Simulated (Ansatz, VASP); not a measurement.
# Sn, level by level in two programs

```
Sn
1.0
    -1.74926    1.79891    2.36911
     1.74926   -1.79891    2.36911
     1.74926    1.79891   -2.36911
Sn
1
Cartesian
  0.0000 0.0000 0.0000
```

Single points on this cell with VASP 6.6.1 and Ansatz 0.2.0. Each row is one pair of runs. Alike in all rows: spin: off; k mesh: 11 × 11 × 11; smearing: fermi-dirac, width 0.05 eV.

| level | VASP's potentials, cutoff | Ansatz's potentials, cutoff | gap on the k mesh at the Fermi level (eV), VASP | gap on the k mesh at the Fermi level (eV), Ansatz | pressure (GPa), VASP | pressure (GPa), Ansatz |
| --- | --- | --- | --- | --- | --- | --- |
| r2SCAN | VASP PAW PBE potentials, release 64 (Sn_d), 520 eV | Ansatz PAW, 500 eV | none | none | -3.7 | -3.7 |
| LDA | VASP PAW LDA potentials, release 64 (Sn_d), 520 eV | Ansatz PAW, 420 eV | none | none | -6.0 | -6.1 |
| PBEsol | VASP PAW PBE potentials, release 64 (Sn_d), 520 eV | Ansatz PAW, 420 eV | none | none | -5.0 | -5.0 |

Pressure (GPa): the two programs differ by at most 0.04.

A gap of «none» marks a metal or a gap that the smearing closes.
